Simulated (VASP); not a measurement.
# KBr in VASP: further runs

The runs below take KBr through single point, with HSE06, PBE, BLYP.

Program: VASP 6.6.1. These are calculated values, not measurements. Logs are shortened: lines on timing, memory, paths and dates and some standing lists are left out, and cuts for length are marked.

## Step 1: The cell of the first run

Symmetry: Fm-3m, No. 225, cubic system. The conventional cell has a = 6.600 Å, b = 6.600 Å, c = 6.600 Å, α = 90.00°, β = 90.00°, γ = 90.00°. Within 4.3 Å of Br (site symmetry m-3m) lie 6 K at 3.30 Å. K (site symmetry m-3m) has 6 Br at 3.30 Å within 4.3 Å.

## Step 2: Single point, HSE06

File POSCAR:

```
KBr
1.0
    0.0000000000      3.3000000000      3.3000000000
    3.3000000000      0.0000000000      3.3000000000
    3.3000000000      3.3000000000      0.0000000000
Br K
1 1
Direct
    0.5000000000      0.5000000000      0.5000000000
    0.0000000000      0.0000000000      0.0000000000
```

File INCAR.step1:

```
ALGO = Normal
EDIFF = 1E-5
ENCUT = 520
GGA = PE
ISIF = 2
ISMEAR = -1
LASPH = True
LCHARG = False
LREAL = False
LWAVE = True
NBANDS = 15
NELM = 80
PREC = Accurate
SIGMA = 0.05
```

File INCAR.step2:

```
ALGO = Normal
EDIFF = 1E-6
ENCUT = 520
GGA = PE
HFSCREEN = 0.2079
ISIF = 2
ISMEAR = -1
ISTART = 1
LASPH = True
LCHARG = False
LHFCALC = True
LREAL = False
LWAVE = False
NBANDS = 15
NELM = 80
PREC = Accurate
PRECFOCK = Normal
SIGMA = 0.05
```

File KPOINTS:

```
k-points
0
Gamma
  4 4 4
```

Potentials or basis: VASP PAW PBE potentials, release 64 (Br, K_sv).

Launch:

```sh
cat potpaw_PBE.64/Br/POTCAR potpaw_PBE.64/K_sv/POTCAR > POTCAR
cp INCAR.step1 INCAR
mpirun -np 1 vasp_std > vasp.out
cp INCAR.step2 INCAR
mpirun -np 1 vasp_std > vasp.out
```

OUTCAR:

```text
EDIFF = 1E-6
   ENCUT = 520
   GGA = PE
   HFSCREEN = 0.2079
   ISIF = 2
   ISMEAR = -1
   ISTART = 1
   LASPH = True
   LHFCALC = True
   LREAL = False
   NELM = 80
   PREC = Accurate
   PRECFOCK = Normal

 ion  position               nearest neighbor table
   1  0.500  0.500  0.500-   2 3.30   2 3.30   2 3.30   2 3.30   2 3.30   2 3.30
   2  0.000  0.000  0.000-   1 3.30   1 3.30   1 3.30   1 3.30   1 3.30   1 3.30

  LATTYP: Found a face centered cubic cell.
 ALAT       =     6.6000000000

  Lattice vectors:

 A1 = (   0.0000000000,   3.3000000000,   3.3000000000)
 A2 = (   3.3000000000,   0.0000000000,   3.3000000000)
 A3 = (   3.3000000000,   3.3000000000,   0.0000000000)

Analysis of symmetry for initial positions (statically):
=====================================================================
 Subroutine PRICEL returns:
 Original cell was already a primitive cell.

 Routine SETGRP: Setting up the symmetry group for a
 face centered cubic supercell.

 Subroutine GETGRP returns: Found 48 space group operations
 (whereof 48 operations were pure point group operations)
 out of a pool of 48 trial point group operations.

The static configuration has the point symmetry O_h .

Analysis of symmetry for dynamics (positions and initial velocities):
=====================================================================
 Subroutine PRICEL returns:
 Original cell was already a primitive cell.

 Routine SETGRP: Setting up the symmetry group for a
 face centered cubic supercell.

 Subroutine GETGRP returns: Found 48 space group operations
 (whereof 48 operations were pure point group operations)
 out of a pool of 48 trial point group operations.

The dynamic configuration has the point symmetry O_h .

 Subroutine INISYM returns: Found 48 space group operations
 (whereof 48 operations are pure point group operations),
 and found     1 'primitive' translations

----------------------------------------------------------------------------------------

                                     Primitive cell

  volume of cell :      71.8740

  direct lattice vectors                    reciprocal lattice vectors
     0.000000000  3.300000000  3.300000000    -0.151515152  0.151515152  0.151515152
     3.300000000  0.000000000  3.300000000     0.151515152 -0.151515152  0.151515152
     3.300000000  3.300000000  0.000000000     0.151515152  0.151515152 -0.151515152
[... 83 lines left out ...]
   EFERMI_NEDOS =   21; number of points for ismear=-14 and -15
   IALGO  =     38    algorithm
   IMIX   =      1    mixing-type and parameters
     AMIX     =   0.40;   BMIX     =  1.00
     AMIX_MAG =   1.60;   BMIX_MAG =  1.00
  volume/ion in A,a.u.               =      35.94       242.51
  Fermi-wavevector in a.u.,A,eV,Ry     =   0.992181  1.874950 13.393889  0.984423
  Thomas-Fermi vector in A             =   2.123975
   LORBIT       =      0    0 simple, 1 ext, 2 COOP (PROOUT), +10 PAW based schemes
   GGA     = PE    functional components
   LHFCALC =     T    Hartree Fock is set to
   PRECFOCK=normal    Normal, Fast or Accurate (Low or Medium for compatibility)
   ENCUT4O =  -1.0   cutoff for four orbital integrals eV
   NKREDX  =     1    reduce k-point grid by
   NKREDY  =     1    reduce k-point grid by
   NKREDZ  =     1    reduce k-point grid by
   AEXX    =    0.2500 exact exchange contribution
   HFSCREEN=    0.2079 screening length (either q_TF or 0.3 A-1)
   HFSCREENC=   0.2079 screening length for correlation (either q_TF or 0.3 A-1)
   ENCUTFOCK=  -1.0 apply spherical cutoff to Coloumb kernel
   IVDW    =     0    specifies the selected vdW correction
   LEPSILON=     F    determine dielectric tensor
   LRPA    =     F    only Hartree local field effects (RPA)
 non-spin polarized calculation
  energy-cutoff  :      520.00
  volume of cell :       71.87
 maximum number of plane-waves:      1964
 NGX is ok and might be reduce to    36
  NGX = 28; NGY = 28; NGZ = 28

 number of electron      15.9999997 magnetization

 Free energy of the ion-electron system (eV)
  ---------------------------------------------------
  ext. energy  EPLUGINS =         0.00000000
  ---------------------------------------------------
  free energy    TOTEN  =        -7.16899584 eV

  energy without entropy =       -7.16899584  energy(sigma->0) =       -7.16899584

 E-fermi :  -1.5229     XC(G=0):  -6.1832

 val. band max:       -2.6128407792   @ k =   0.0000   0.0000   0.0000
 cond. band min:       2.9863380149   @ k =   0.0000   0.0000   0.0000
 fundamental gap:      5.5991787941
 Fermi energy:        -1.5229218483

 k-point     1 :       0.0000    0.0000    0.0000
  band No.  band energies     occupation
      1     -32.5793      2.00000
      2     -15.9363      2.00000
      3     -14.7032      2.00000
      4     -14.7031      2.00000
      5     -14.7031      2.00000
      6      -2.6128      2.00000
      7      -2.6128      2.00000
      8      -2.6128      2.00000
      9       2.9863      0.00000
     10       6.3555      0.00000
     11       6.3555      0.00000
     12       6.3555      0.00000
     13       7.3067      0.00000
     14       7.3067      0.00000
[... 113 lines left out ...]
      2     -15.9199      2.00000
      3     -14.7681      2.00000
      4     -14.7681      2.00000
      5     -14.6034      2.00000
      6      -3.2355      2.00000
      7      -3.2355      2.00000
      8      -3.1722      2.00000
      9       6.0400      0.00000
     10       6.0400      0.00000
     11       6.9855      0.00000
     12       7.9073      0.00000
     13       9.5584      0.00000
     14       9.9724      0.00000
     15      10.1856      0.00000

------------------------ aborting loop because EDIFF is reached ----------------------------------------

  FORCE on cell =-STRESS in cart. coord.  units (eV):
  Direction    XX          YY          ZZ          XY          YZ          ZX
  --------------------------------------------------------------------------------------
  -------------------------------------------------------------------------------------
  Total        0.2172479      0.2172479      0.2172479      0.0000000      0.0000000     -0.0000000
  in kB        4.8427765      4.8427765      4.8427765      0.0000000      0.0000000     -0.0000000
  external PRESSURE =       4.8427765 kB  Pullay stress =       0.0000000 kB

 VOLUME and BASIS-vectors are now :
 -----------------------------------------------------------------------------
  energy-cutoff  :      520.00
  volume of cell :       71.87
      direct lattice vectors                 reciprocal lattice vectors
     0.000000000  3.300000000  3.300000000    -0.151515152  0.151515152  0.151515152
     3.300000000  0.000000000  3.300000000     0.151515152 -0.151515152  0.151515152
     3.300000000  3.300000000  0.000000000     0.151515152  0.151515152 -0.151515152

 POSITION                                       TOTAL-FORCE (eV/Angst)
 -----------------------------------------------------------------------------------
      3.30000      3.30000      3.30000        -0.000000      0.000000     -0.000000
      0.00000      0.00000      0.00000         0.000000     -0.000000      0.000000
 -----------------------------------------------------------------------------------
    total drift:                               -0.000000     -0.000000     -0.000000

  FREE ENERGIE OF THE ION-ELECTRON SYSTEM (eV)
  ---------------------------------------------------
  free  energy   TOTEN  =        -7.1689958438 eV

  energy  without entropy=       -7.1689958437  energy(sigma->0) =       -7.16899584
```

OSZICAR.step1:

```text
N       E                     dE             d eps       ncg     rms          rms(c)
DAV:   1     0.103957355984E+03    0.10396E+03   -0.70946E+03   240   0.951E+02
DAV:   2    -0.193870293100E+00   -0.10415E+03   -0.97185E+02   296   0.233E+02
DAV:   3    -0.613347078472E+01   -0.59396E+01   -0.59063E+01   324   0.502E+01
DAV:   4    -0.638534666659E+01   -0.25188E+00   -0.25175E+00   340   0.881E+00
DAV:   5    -0.638752114889E+01   -0.21745E-02   -0.21744E-02   324   0.978E-01    0.311E+00
DAV:   6    -0.621575591452E+01    0.17177E+00   -0.21920E-01   289   0.224E+00    0.227E+00
DAV:   7    -0.620460372997E+01    0.11152E-01   -0.10681E-01   324   0.176E+00    0.103E+00
DAV:   8    -0.621355282665E+01   -0.89491E-02   -0.11519E-02   263   0.785E-01    0.117E-01
DAV:   9    -0.621432634916E+01   -0.77352E-03   -0.77926E-04   296   0.168E-01    0.771E-02
DAV:  10    -0.621461951836E+01   -0.29317E-03   -0.29665E-04   247   0.981E-02    0.123E-02
DAV:  11    -0.621463682936E+01   -0.17311E-04   -0.27478E-05   304   0.292E-02    0.587E-03
DAV:  12    -0.621463845799E+01   -0.16286E-05   -0.40209E-06   183   0.132E-02
   1 F= -.62146385E+01 E0= -.62146385E+01  d E =-.122252E-10
```

Wall time 3.6 min (1 thread of Intel Xeon 6975P-C (Granite Rapids), shared host); peak memory 0.32 GiB.

What came out:

| Property | Result |
| --- | --- |
| Free energy | -7.1690 eV |
| Pressure | 0.5 GPa |
| Band gap on the k mesh | 5.60 eV, direct |

Caveat: the PAW data sets were made with another functional, which shifts forces and pressure a little.

## Step 3: Single point, PBE

File INCAR:

```
PREC     = Accurate       # precision mode
ENCUT    = 520            # plane-wave cutoff, eV
EDIFF    = 1E-7           # SCF threshold, eV
ISMEAR   = 0              # smearing method
SIGMA    = 0.1            # smearing width, eV
LREAL    = False          # projectors in reciprocal space
LASPH    = True           # aspherical terms in the spheres
NELM     = 100            # most SCF steps
ALGO     = Normal         # electronic algorithm
ISIF     = 2              # what is computed and relaxed
LWAVE    = False          # write WAVECAR
LCHARG   = False          # write CHGCAR
GGA      = PE             # functional
NBANDS   = 15             # bands
```

File KPOINTS:

```
Automatic mesh
0
Gamma
  7 7 7
```

File POSCAR:

```
KBr
1.0
    4.6669047600      0.0000000000      0.0000000000
    2.3334523800      4.0416580792      0.0000000000
    2.3334523800      1.3472193597      3.8105117801
Br K
1 1
Direct
    0.5000000000      0.5000000000      0.5000000000
    0.0000000000      0.0000000000      0.0000000000
```

Potentials or basis: VASP PAW PBE potentials, release 64 (Br, K_sv).

Launch:

```sh
cat potpaw_PBE.64/Br/POTCAR potpaw_PBE.64/K_sv/POTCAR > POTCAR
mpirun -np 1 vasp_std > vasp.out
```

It used 43 s of CPU time on 1 thread of AMD EPYC 7R13 Processor (Zen 3) (shared host).

It converged, with:

- Free energy: -6.2151 eV
- Pressure: 0.8 GPa
- Band gap on the k mesh: 4.43 eV, direct

Levels at points of the mesh, in eV from the valence-band top:
| k point | band 6 | band 7 | band 8 | band 9 | band 10 | band 11 |
| --- | --- | --- | --- | --- | --- | --- |
| (0.00, 0.00, 0.00) | 0.00 | 0.00 | 0.00 | 4.43 | 7.60 | 7.60 |

A k mesh can miss the band edges. A hybrid or GW would open this gap; PBE tends to underestimate it.

## Step 4: Single point, BLYP (atoms moved at random)

File INCAR:

```
PREC = Accurate
ENCUT = 520
EDIFF = 1E-6
ISMEAR = 0
SIGMA = 0.1
LREAL = F
LASPH = T
NELM = 60
ALGO = Normal
ISIF = 2
LWAVE = F
LCHARG = F
GGA = B5
ALDAX = 1.0
AGGAX = 1.0
AGGAC = 1.0
ALDAC = 0.0
NBANDS = 15
```

KPOINTS is that of step 3.

File POSCAR:

```
KBr
1.0
    4.6669047600      0.0000000000      0.0000000000
    2.3334523800      4.0416580792      0.0000000000
    2.3334523800      1.3472193597      3.8105117801
Br K
1 1
Direct
    0.4860150000      0.5108740000      0.5046580000
    0.0089120000      0.0052240000      0.9989190000
```

Launch:

```sh
cat potpaw_PBE.64/Br/POTCAR potpaw_PBE.64/K_sv/POTCAR > POTCAR
mpirun -np 1 vasp_std > vasp.out
```

It used 390 s of CPU time on 1 thread of AMD EPYC 7R13 Processor (Zen 3), on a shared host.

Results (log left out):

| Item | Value |
| --- | --- |
| Free energy | -5.7955 eV |
| Pressure | 1.6 GPa |
| Largest force | 0.119 eV/Å |
| Band gap on the k mesh | 4.45 eV, direct |

Forces on the atoms (eV/Å):
```
Br   0.108 -0.041 -0.029
K   -0.108  0.041  0.029
```

Levels at points of the mesh, in eV from the valence-band top:
| k point | band 6 | band 7 | band 8 | band 9 | band 10 | band 11 |
| --- | --- | --- | --- | --- | --- | --- |
| (0.00, 0.00, 0.00) | 0.00 | 0.00 | 0.00 | 4.45 | 7.54 | 7.54 |

Caveat: the cell differs from its parent crystal (atoms moved at random); the PAW data sets were made with another functional, which shifts forces and pressure a little.

## Step 5: Summary

| level | k mesh | smearing | grid for exact exchange (PRECFOCK) | screening parameter | gap on the mesh (eV) | pressure (GPa) |
| --- | --- | --- | --- | --- | --- | --- |
| HSE06 | 4 × 4 × 4 | fermi-dirac 0.05 eV | Normal | 0.2079 1/Å | 5.60 | 0.5 |
| PBE | 7 × 7 × 7 | gaussian 0.1 eV | - | - | 4.43 | 0.8 |
| BLYP | 7 × 7 × 7 | gaussian 0.1 eV | - | - | 4.45 | 1.6 |

Some of these runs hold the atoms at other places in the same cell, which the table doesn't show; runs alike in all that it shows share one row.

Alike in all rows: task single point; potentials or basis VASP PAW PBE potentials, release 64 (Br, K_sv); no spin polarisation; cell a = 4.667 Å, angles 60.0°, 2 atoms; cutoff (eV) 520.

Caveats: the PAW data sets were made with another functional, which shifts forces and pressure a little (some runs).

Total energies depend on the potentials used, so only differences within one code and one set of settings carry meaning.
